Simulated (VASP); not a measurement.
A run of VASP 6.6.1:

File POSCAR:

```
AlGa3N4
1.0
    4.9955727753      0.0000000000     -0.0003605893
    0.0000000000      3.0772774997      0.0000000000
   -0.0039935010      0.0000000000      5.3266630977
Al Ga N
1 3 4
Direct
    0.0009714905      0.5000000000      0.6674838842
    0.4990953324      0.5000000000      0.3353308336
    0.4989072971      0.0000000000      0.8311718002
    0.9999135530      0.0000000000      0.1659400323
    0.1192113030      0.5000000000      0.3406747411
    0.1172124170      0.0000000000      0.8258199820
    0.6200543450      0.0000000000      0.1660674814
    0.6322342722      0.5000000000      0.6675122450
```

File INCAR.step1:

```
SYSTEM = AlGa3N4
  PREC = Accurate
  ENCUT = 520
  ISMEAR = 0
  SIGMA = 0.02
  LREAL = .False.
  LASPH = .True.
  NELM = 80
  NBANDS = 41
  GGA = PE
  ALGO = Normal
  EDIFF = 1E-4
  LWAVE = .True.
  LCHARG = .False.
```

The input INCAR.step2:

```
SYSTEM = AlGa3N4
  PREC = Accurate
  ENCUT = 520
  EDIFF = 1E-7
  ISMEAR = 0
  SIGMA = 0.02
  LREAL = .False.
  LASPH = .True.
  NELM = 80
  ALGO = Normal
  ISIF = 2
  LWAVE = .False.
  LCHARG = .True.
  METAGGA = R2SCAN
  LMIXTAU = .True.
  LELF = .True.
  LVHAR = .True.
  NBANDS = 41
  ISTART = 1
```

Contents of KPOINTS:

```
Automatic mesh
0
Gamma
  6 8 4
  0 0 0
```

Potentials or basis: VASP PAW PBE potentials, release 64 (Al, Ga_d, N).

Command:

```sh
$ cat potpaw_PBE.64/Al/POTCAR potpaw_PBE.64/Ga_d/POTCAR potpaw_PBE.64/N/POTCAR > POTCAR
$ cp INCAR.step1 INCAR
$ mpirun -np 1 vasp_std > vasp.out
$ cp INCAR.step2 INCAR
$ mpirun -np 1 vasp_std > vasp.out
```

Hardware: 1 thread of Oxide Virtual Turin-like Processor, with other jobs on the host.

Question: How long does it take, and how much memory?

Answer: It took 18 min on 1 thread of Oxide Virtual Turin-like Processor, on a shared host, peak memory 0.29 GiB. Counts: k points 70.
